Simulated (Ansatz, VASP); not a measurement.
# Two plane-wave programs on RbAs2

INCAR

```
  PREC = Accurate
  ENCUT = 520
  EDIFF = 1E-6
  ISMEAR = 0
  SIGMA = 0.1
  LREAL = False
  LASPH = True
  NELM = 80
  ALGO = Normal
  ISIF = 2
  LWAVE = False
  LCHARG = True
  GGA = PE
  LELF = True
  LVHAR = True
  NBANDS = 28
```

KPOINTS

```
regular mesh
0
Gamma
  4 4 4
```

File POSCAR:

```
RbAs2
1.0
   -3.6919704861      3.6919704861      3.0732005049
    3.6919704861     -3.6919704861      3.0732005049
    3.6919704861      3.6919704861     -3.0732005049
Rb As
2 4
Direct
    0.2500000000      0.2500000000      0.0000000000
    0.7500000000      0.7500000000      0.0000000000
    0.6670000000      0.1670000000      0.8340000000
    0.1670000000      0.3330000000      0.5000000000
    0.3330000000      0.8330000000      0.1660000000
    0.8330000000      0.6670000000      0.5000000000
```

Input for Ansatz:

```yaml
crystal:
  lattice:
    - [-3.6919704861, 3.6919704861, 3.0732005049]
    - [3.6919704861, -3.6919704861, 3.0732005049]
    - [3.6919704861, 3.6919704861, -3.0732005049]
  atoms:
    - { symbol: Rb, position: [0.25, 0.25, 0.0] }
    - { symbol: Rb, position: [0.75, 0.75, 0.0] }
    - { symbol: As, position: [0.667, 0.167, 0.834] }
    - { symbol: As, position: [0.167, 0.333, 0.5] }
    - { symbol: As, position: [0.333, 0.833, 0.166] }
    - { symbol: As, position: [0.833, 0.667, 0.5] }
basis:
  ecutwfc: 420
kpoints:
  mp_grid: { grid: [4, 4, 4] }
hamiltonian:
  xc: pbe
scf:
  occupations: { method: gaussian, width: 0.1 }
  lower_state_search: "off"
output:
  forces: true
  stress: true
  eigenvalues: true
```

Alike in both runs: task single point; functional PBE; k mesh 4 × 4 × 4; occupations gaussian, width 0.1 eV; no spin polarisation.

|  | VASP | Ansatz |
| --- | --- | --- |
| version | VASP 6.6.1 | Ansatz 0.2.0 |
| potentials or method | VASP PAW PBE potentials, release 64 (Rb_sv, As), cutoff 520 eV | scalar-relativistic, plane waves, PAW |
| valence electrons in the cell | 38 | 78 |

|  | VASP | Ansatz | Ansatz less VASP |
| --- | --- | --- | --- |
| gap on the k mesh at the Fermi level (eV) | none | none | - |
| pressure (GPa) | 3.5 | 3.4 | -0.11 |
| traceless stress, the component that is largest in VASP (GPa) | -1.09 | -1.13 | -0.037 |
| rms of the force components (eV/Å) | 0.354 | 0.351 | -0.0027 |

Atom by atom the forces differ by 0.003 eV/Å (rms over components). A gap of «none» marks a metal or a gap that the smearing closes. VASP's potentials hold 38 valence electrons a cell and Ansatz's 78, so a difference there can come from the potentials and not from the codes.
